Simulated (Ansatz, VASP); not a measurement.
## NaCl in VASP and in Ansatz

```xyz
2
Lattice="0.0000 2.8040 2.8040 2.8040 0.0000 2.8040 2.8040 2.8040 0.0000" Properties=species:S:1:pos:R:3 pbc="T T T"
Na    0.0000    0.0000    0.0000
Cl    2.8040    2.8040    2.8040
```

Alike in both runs: functional r2SCAN; k mesh 8 × 8 × 8; occupations gaussian, width 0.02 eV; no spin polarisation.

Ansatz relaxed the structure, and its values are those at the end. VASP's run is a single point on that final structure, the one shown.

```csv
,VASP,Ansatz
version,VASP 6.6.1,Ansatz 0.2.0
potentials or method,"VASP PAW PBE potentials, release 64 (Na_pv, Cl), cutoff 520 eV","scalar-relativistic, plane waves, PAW"
valence electrons in the cell,14,16
```

VASP gave:

- gap on the k mesh at the Fermi level (eV): 5.99
- least direct gap on the mesh (eV): 5.99
- pressure (GPa): -0.2

Question: Which values does Ansatz return?

Answer: gap on the k mesh at the Fermi level (eV): 5.97; least direct gap on the mesh (eV): 5.97; pressure (GPa): 0.0.

VASP's potentials were made for PBE, not for r2SCAN. VASP's potentials hold 14 valence electrons a cell and Ansatz's 16, so a difference there can come from the potentials and not from the codes.
